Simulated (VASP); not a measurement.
Set up this calculation in VASP 6.6.1, as the native input.

- Task: single point
- Functional: LDA
- Potentials or basis: VASP PAW LDA potentials, release 64 (Zn, O)
- Cutoff: 520 eV
- k mesh: 9 × 6 × 1
- Occupations: fermi-dirac, width 0.02 eV
- Spin: no spin polarisation
- Dipole correction: yes
- Further INCAR settings: ALGO = Normal; EDIFF = 1e-06; NBANDS = 46

The structure of ZnO lies in POSCAR:

```
ZnO
1.0
    3.1865540094      0.0000000000      0.0000000000
    0.0000000000      5.1530062734      0.0000000000
    0.0000000000      0.0000000000     19.6795000000
Zn O
4 4
Direct
    0.0000000000      0.0608269150      0.4065139958
    0.5000000000      0.5608269150      0.4532569982
    0.5000000000      0.0608269150      0.5467430018
    0.0000000000      0.5608269150      0.5934860042
    0.0000000000      0.4391730850      0.4065139958
    0.5000000000      0.9391730850      0.4532569982
    0.5000000000      0.4391730850      0.5467430018
    0.0000000000      0.9391730850      0.5934860042
```

The input as run:

INCAR

```
SYSTEM = ZnO
PREC = Accurate
ENCUT = 520
EDIFF = 1E-6
ISMEAR = -1
SIGMA = 0.02
LREAL = .False.
LASPH = .True.
NELM = 80
ALGO = Normal
ISIF = 2
LWAVE = .False.
LCHARG = .True.
LDIPOL = .True.
IDIPOL = 3
DIPOL = 0.5 0.5 0.500
LELF = .True.
LVHAR = .True.
LVACPOTAV = .True.
NBANDS = 46
```

KPOINTS

```
Automatic mesh
0
Gamma
  9 6 1
  0 0 0
```

Potentials or basis: VASP PAW LDA potentials, release 64 (Zn, O).

Command:

```bash
$ cat potpaw_LDA.64/Zn/POTCAR potpaw_LDA.64/O/POTCAR > POTCAR
$ mpirun -np 1 vasp_std > vasp.out
```

It gave:

```json
{
 "Largest force": "1.796 eV/Å",
 "Band gap on the k mesh": "0.56 eV"
}
```

Caveat: semilocal functionals underestimate gaps, and a narrow one can read as zero.

Wall time 14 min on 1 thread of Intel Xeon 8259CL, with other jobs on the host, peak memory 0.4 GiB.
